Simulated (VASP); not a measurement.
# Li2Se (Fm-3m) in VASP: vibrations by perturbation theory with PBE

Aim: the vibrations by perturbation theory of Li2Se with PBE.

All numbers are computed with VASP 6.6.1; they aren't measurements. Logs are shortened: lines on timing, memory, paths and dates and some standing lists are left out, and cuts for length are marked.

## Step 1: The cell of the first run

It takes space group Fm-3m (No. 225, cubic). The conventional cell has a = 6.006 Å, b = 6.006 Å, c = 6.006 Å, α = 90.00°, β = 90.00°, γ = 90.00°. Li (site symmetry -43m) has 4 Se at 2.60 Å and 6 Li at 3.00 Å within 3.4 Å. Within 3.4 Å of Se (site symmetry m-3m) lie 8 Li at 2.60 Å.

## Step 2: Vibrations by perturbation theory, PBE

File INCAR:

```
SYSTEM = Li2Se
ALGO = Normal ; EDIFF = 1E-8
ENCUT = 750 ; GGA = PE
GGA_COMPAT = .FALSE. ; IBRION = 8
ISIF = 2 ; ISMEAR = 0
LASPH = .TRUE. ; LCHARG = .FALSE.
LEPSILON = .TRUE. ; LREAL = .FALSE.
LWAVE = .FALSE. ; NELM = 120
NSW = 1 ; PREC = Accurate
SIGMA = 0.01
```

File KPOINTS:

```
k-points
0
G
  8 8 8
  0 0 0
```

File POSCAR:

```
Li2Se
1.0
    0.0000000000      3.0032291433      3.0032291433
    3.0032291433      0.0000000000      3.0032291433
    3.0032291433      3.0032291433      0.0000000000
Li Se
2 1
Direct
    0.7500000000      0.7500000000      0.7500000000
    0.2500000000      0.2500000000      0.2500000000
    0.0000000000      0.0000000000      0.0000000000
```

Potentials or basis: VASP PAW PBE potentials, release 64 (Li_sv, Se).

The run is started by

```console
> cat potpaw_PBE.64/Li_sv/POTCAR potpaw_PBE.64/Se/POTCAR > POTCAR
> mpirun -np 1 vasp_std > vasp.out
```

OUTCAR:

```text
SYSTEM = Li2Se
   EDIFF = 1E-8
   ENCUT = 750
   GGA = PE
   IBRION = 8
   ISIF = 2
   ISMEAR = 0
   LASPH = .TRUE.
   LEPSILON = .TRUE.
   LREAL = .FALSE.
   NELM = 120
   NSW = 1
   PREC = Accurate

 ion  position               nearest neighbor table
   1  0.750  0.750  0.750-   3 2.60   3 2.60   3 2.60   3 2.60
   2  0.250  0.250  0.250-   3 2.60   3 2.60   3 2.60   3 2.60
   3  0.000  0.000  0.000-   1 2.60   1 2.60   1 2.60   1 2.60   2 2.60   2 2.60   2 2.60   2 2.60

  LATTYP: Found a face centered cubic cell.
 ALAT       =     6.0064582866

  Lattice vectors:

 A1 = (   0.0000000000,   3.0032291433,   3.0032291433)
 A2 = (   3.0032291433,   0.0000000000,   3.0032291433)
 A3 = (   3.0032291433,   3.0032291433,   0.0000000000)

Analysis of symmetry for initial positions (statically):
=====================================================================
 Subroutine PRICEL returns:
 Original cell was already a primitive cell.

 Routine SETGRP: Setting up the symmetry group for a
 face centered cubic supercell.

 Subroutine GETGRP returns: Found 48 space group operations
 (whereof 48 operations were pure point group operations)
 out of a pool of 48 trial point group operations.

The static configuration has the point symmetry O_h .

Analysis of symmetry for dynamics (positions and initial velocities):
=====================================================================
 Subroutine PRICEL returns:
 Original cell was already a primitive cell.

 Routine SETGRP: Setting up the symmetry group for a
 face centered cubic supercell.

 Subroutine GETGRP returns: Found 48 space group operations
 (whereof 48 operations were pure point group operations)
 out of a pool of 48 trial point group operations.

The dynamic configuration has the point symmetry O_h .

 Subroutine INISYM returns: Found 48 space group operations
 (whereof 48 operations are pure point group operations),
 and found     1 'primitive' translations

----------------------------------------------------------------------------------------

                                     Primitive cell

  volume of cell :      54.1746

  direct lattice vectors                    reciprocal lattice vectors
     0.000000000  3.003229143  3.003229143    -0.166487463  0.166487463  0.166487463
     3.003229143  0.000000000  3.003229143     0.166487463 -0.166487463  0.166487463
     3.003229143  3.003229143  0.000000000     0.166487463  0.166487463 -0.166487463

  length of vectors
     4.247207385  4.247207385  4.247207385     0.288364744  0.288364744  0.288364744

  position of ions in fractional coordinates (direct lattice)
     0.750000000  0.750000000  0.750000000
     0.250000000  0.250000000  0.250000000
     0.000000000  0.000000000  0.000000000

  ion indices of the primitive-cell ions
   primitive index   ion index
                 1           1
                 2           2
                 3           3

----------------------------------------------------------------------------------------

[... 479 lines left out ...]

--------------------------------------- Ionic step        2  -------------------------------------------

------------------------ aborting loop because EDIFF is reached ----------------------------------------

--------------------------------------- Ionic step        3  -------------------------------------------

------------------------ aborting loop because EDIFF is reached ----------------------------------------

 PIEZOELECTRIC TENSOR FIELD DIRECTION 3  (e Angst)
 -----------------------------------------------------------------------------
    -0.00012  0.00000 -0.00000           ( -0.00000  0.00000 -0.00000)
     0.00000 -0.00012  0.00000           (  0.00000 -0.00000  0.00000)
    -0.00000  0.00000 -0.00144           ( -0.00000  0.00000  0.00000)

 PIEZOELECTRIC TENSOR FIELD DIRECTION 3  (C/m^2)
 -----------------------------------------------------------------------------
    -0.00003  0.00000 -0.00000
     0.00000 -0.00003  0.00000
    -0.00000  0.00000 -0.00042

[... ionic steps 4 to 9 ...]

--------------------------------------- Ionic step       10  -------------------------------------------

 Free energy of the ion-electron system (eV)
  ---------------------------------------------------
  ---------------------------------------------------
  free energy    TOTEN  =        -0.08697365 eV

  energy without entropy =       -0.08697365

------------------------ aborting loop because EDIFF is reached ----------------------------------------

 INTERNAL STRAIN TENSOR  FOR ION    3  DIRECTION 1   (eV/Angst):
 -----------------------------------------------------------------------------
    -0.00419 -0.00000  0.00000
     0.00000  0.00837 -0.00000
     0.00000 -0.00000  0.00837

 MACROSCOPIC STATIC DIELECTRIC TENSOR (including local field effects in DFT)
 ------------------------------------------------------
           4.355515    -0.000000     0.000000
          -0.000000     4.355515     0.000000
          -0.000000    -0.000000     4.355515
 ------------------------------------------------------

 PIEZOELECTRIC TENSOR (including local field effects)  for field in x, y, z        (e  Angst)
          XX          YY          ZZ          XY          YZ          ZX
  --------------------------------------------------------------------------------
  x     0.00000     0.00000     0.00000     0.00000     0.00000     0.00000
  y     0.00000     0.00000     0.00000     0.00000     0.00000     0.00000
  z     0.00000     0.00000     0.00000     0.00000     0.00000     0.00000

 PIEZOELECTRIC TENSOR (including local field effects)  for field in x, y, z        (C/m^2)
          XX          YY          ZZ          XY          YZ          ZX
  --------------------------------------------------------------------------------
  x     0.00000     0.00000     0.00000     0.00000     0.00000     0.00000
  y     0.00000     0.00000     0.00000     0.00000     0.00000     0.00000
  z     0.00000     0.00000     0.00000     0.00000     0.00000     0.00000

 BORN EFFECTIVE CHARGES (including local field effects) (in |e|, cummulative output)
 ---------------------------------------------------------------------------------
 ion    1
    1     0.96220     0.00000     0.00000
    2     0.00000     0.96220     0.00000
    3     0.00000     0.00000     0.96220
 ion    2
    1     0.96220    -0.00000     0.00000
    2     0.00000     0.96220     0.00000
    3     0.00000     0.00000     0.96220
 ion    3
    1    -1.92440     0.00000     0.00000
    2     0.00000    -1.92440     0.00000
    3     0.00000     0.00000    -1.92440

 INTERNAL STRAIN TENSOR FOR ION    3 for displacements in x,y,z  (eV/Angst):
          X           Y           Z          XY          YZ          ZX
  --------------------------------------------------------------------------------
  x     0.00000     0.00000     0.00000     0.00000     0.00000     0.00000
  y     0.00000     0.00000     0.00000     0.00000     0.00000     0.00000
  z     0.00000     0.00000     0.00000     0.00000     0.00000     0.00000

 SECOND DERIVATIVES (NOT SYMMETRIZED)
 ------------------------------------
               1X          1Y          1Z          2X          2Y          2Z          3X          3Y          3Z
  1X    -2.321620    0.000000    0.000000    0.720366    0.000000    0.000000    1.601254    0.000000    0.000000
  1Y     0.000000   -2.321620    0.000000    0.000000    0.720366    0.000000    0.000000    1.601254    0.000000
  1Z     0.000000    0.000000   -2.321620    0.000000    0.000000    0.720366    0.000000    0.000000    1.601254
  2X     0.720366    0.000000    0.000000   -2.321620    0.000000    0.000000    1.601254    0.000000    0.000000
  2Y     0.000000    0.720366    0.000000    0.000000   -2.321620    0.000000    0.000000    1.601254    0.000000
  2Z     0.000000    0.000000    0.720366    0.000000    0.000000   -2.321620    0.000000    0.000000    1.601254
  3X     1.612694    0.000000    0.000000    1.612694    0.000000    0.000000   -3.225388    0.000000    0.000000
  3Y     0.000000    1.612694    0.000000    0.000000    1.612694    0.000000    0.000000   -3.225388    0.000000
  3Z     0.000000    0.000000    1.612694    0.000000    0.000000    1.612694    0.000000    0.000000   -3.225388

 Eigenvectors and eigenvalues of the dynamical matrix
 ----------------------------------------------------

   1 f  =   10.298414 THz    64.706845 2PiTHz  343.518124 cm-1    42.590800 meV
             X         Y         Z           dx          dy          dz
      4.504844  4.504844  4.504844     0.169458    0.686501   -0.000000
      1.501615  1.501615  1.501615    -0.169458   -0.686501    0.000000
      0.000000  0.000000  0.000000    -0.000000   -0.000000    0.000000
[... 43 lines left out ...]
   9 f/i=    0.010358 THz     0.065082 2PiTHz    0.345511 cm-1     0.042838 meV
             X         Y         Z           dx          dy          dz
      4.504844  4.504844  4.504844    -0.257100   -0.096201    0.022244
      1.501615  1.501615  1.501615    -0.257100   -0.096201    0.022244
      0.000000  0.000000  0.000000    -0.859804   -0.321719    0.074391

--------------------------------------------------------------------------------------------------------

 MACROSCOPIC STATIC DIELECTRIC TENSOR IONIC CONTRIBUTION
 ------------------------------------------------------
           3.844192    -0.000000    -0.000000
          -0.000000     3.844192    -0.000000
          -0.000000    -0.000000     3.844192
 ------------------------------------------------------

 ELASTIC MODULI CONTR FROM IONIC RELAXATION (kBar)
 Direction    XX          YY          ZZ          XY          YZ          ZX
 --------------------------------------------------------------------------------
 XX          -0.0000     -0.0000      0.0000      0.0000     -0.0000     -0.0000
 YY           0.0000     -0.0000     -0.0000     -0.0000      0.0000     -0.0000
 ZZ           0.0000     -0.0000     -0.0000     -0.0000      0.0000     -0.0000
 XY           0.0000     -0.0000     -0.0000    -33.9256      0.0000     -0.0000
 YZ          -0.0000     -0.0000      0.0000      0.0000    -33.9256     -0.0000
 ZX           0.0000     -0.0000     -0.0000     -0.0000      0.0000    -33.9256
 --------------------------------------------------------------------------------

 PIEZOELECTRIC TENSOR IONIC CONTR  for field in x, y, z        (C/m^2)
          XX          YY          ZZ          XY          YZ          ZX
  --------------------------------------------------------------------------------
  x    -0.00000     0.00000     0.00000     0.00000    -0.00000     0.00000
  y     0.00000    -0.00000     0.00000     0.00000     0.00000    -0.00000
  z     0.00000     0.00000     0.00000     0.00000     0.00000     0.00000
```

It took 29 min on 1 thread of Intel Xeon 8259CL, shared host; peak memory 0.46 GiB.

Results:

| Quantity | Value |
| --- | --- |
| Electronic dielectric tensor (diagonal) | 4.36 |
| Born charges (mean of the diagonal) | Li +0.96; Se -1.92 e |
| Highest phonon frequency at Γ, LO-TO splitting left out | 344 cm⁻¹ |

Phonon frequencies in cm⁻¹ (negative: imaginary):
```
              q point                    frequencies
(0.000, 0.000, 0.000)  0 0 0 271 271 271 344 344 344
```

Electronic dielectric tensor:
```
4.36 0.00 0.00
0.00 4.36 0.00
0.00 0.00 4.36
```

Born effective charge tensors (e):
atom 1, Li
```
0.96 0.00 0.00
0.00 0.96 0.00
0.00 0.00 0.96
```
atom 2, Li
```
0.96 0.00 0.00
0.00 0.96 0.00
0.00 0.00 0.96
```
atom 3, Se
```
-1.92  0.00  0.00
 0.00 -1.92  0.00
 0.00  0.00 -1.92
```
